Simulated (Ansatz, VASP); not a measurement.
# One calculation of AlN, two programs

INCAR

```
PREC = Accurate
ENCUT = 520
EDIFF = 1E-8
ISMEAR = -1
SIGMA = 0.02
LREAL = F
LASPH = T
NELM = 80
ALGO = Normal
ISIF = 2
LWAVE = F
LCHARG = F
GGA = CA
LEFG = T
NBANDS = 11
```

Contents of KPOINTS:

```
Automatic mesh
0
Gamma
  10 10 10
```

Contents of POSCAR:

```
AlN
1.0
    0.0000000000      1.9376213230      1.9376213230
    1.9376213230      0.0000000000      1.9376213230
    1.9376213230      1.9376213230      0.0000000000
Al N
1 1
Direct
    0.0000000000      0.0000000000      0.0000000000
    0.5000000000      0.5000000000      0.5000000000
```

Input for Ansatz:

```yaml
crystal:
  lattice:
    - [0.0, 1.937621323, 1.937621323]
    - [1.937621323, 0.0, 1.937621323]
    - [1.937621323, 1.937621323, 0.0]
  atoms:
    - { symbol: Al, position: [0.0, 0.0, 0.0] }
    - { symbol: "N", position: [0.5, 0.5, 0.5] }
kpoints:
  mp_grid: { grid: [10, 10, 10] }
scf:
  occupations: { method: fermi_dirac, width: 0.02 }
hamiltonian:
  xc: lda
  pseudopotentials: { kind: all_electron, datasets: crystal }
output:
  forces: true
  stress: true
  eigenvalues: true
  efg: { contact_densities: true }
```

Change from the starting cell: volume scaled by 0.94, crystal datasets.

Alike in both runs: task electric field gradients; functional LDA; k mesh 10 × 10 × 10; occupations fermi-dirac, width 0.02 eV; no spin polarisation.

```csv
,VASP,Ansatz
version,VASP 6.6.1,Ansatz 0.2.0
potentials or method,"VASP PAW LDA potentials, release 64 (Al, N), cutoff 520 eV","all-electron PAW with datasets made for the crystal, scalar-relativistic"
```

Ansatz gave:

* gap on the k mesh at the Fermi level (eV): 4.96
* pressure (GPa): 35.0

Problem. What did VASP give for the same quantities?

Solution. gap on the k mesh at the Fermi level (eV): 4.93; pressure (GPa): 36.1.

LDA's correlation is that of Perdew and Zunger in VASP and of Perdew and Wang (1992) in Ansatz. Both programs put the cell under a high pressure, so it lies far from rest at this level. Ansatz ran all-electron here, and VASP with PAW potentials.
